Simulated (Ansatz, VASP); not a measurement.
## Cu in VASP and in Ansatz

```
Cu
1.0
     0.00000    1.78844    1.78844
     1.78844    0.00000    1.78844
     1.78844    1.78844    0.00000
Cu
1
Direct
  0.00000 0.00000 0.00000
```

Alike in both runs: task single point; functional r2SCAN; k mesh 32 × 32 × 32; occupations gaussian, width 0.15 eV; no spin polarisation.

|  | VASP | Ansatz |
| --- | --- | --- |
| version | VASP 6.6.1 | Ansatz 0.2.0 |
| potentials or method | VASP PAW PBE potentials, release 64 (Cu), cutoff 520 eV | scalar-relativistic, plane waves, PAW |
| valence electrons in the cell | 11 | 19 |

```csv
,VASP,Ansatz,Ansatz less VASP
gap on the k mesh at the Fermi level (eV),none,none,-
pressure (GPa),0.6,-0.1,-0.62
```

VASP's potentials were made for PBE, not for r2SCAN. A gap of «none» marks a metal or a gap that the smearing closes. VASP's potentials hold 11 valence electrons a cell and Ansatz's 19, so a difference there can come from the potentials and not from the codes.
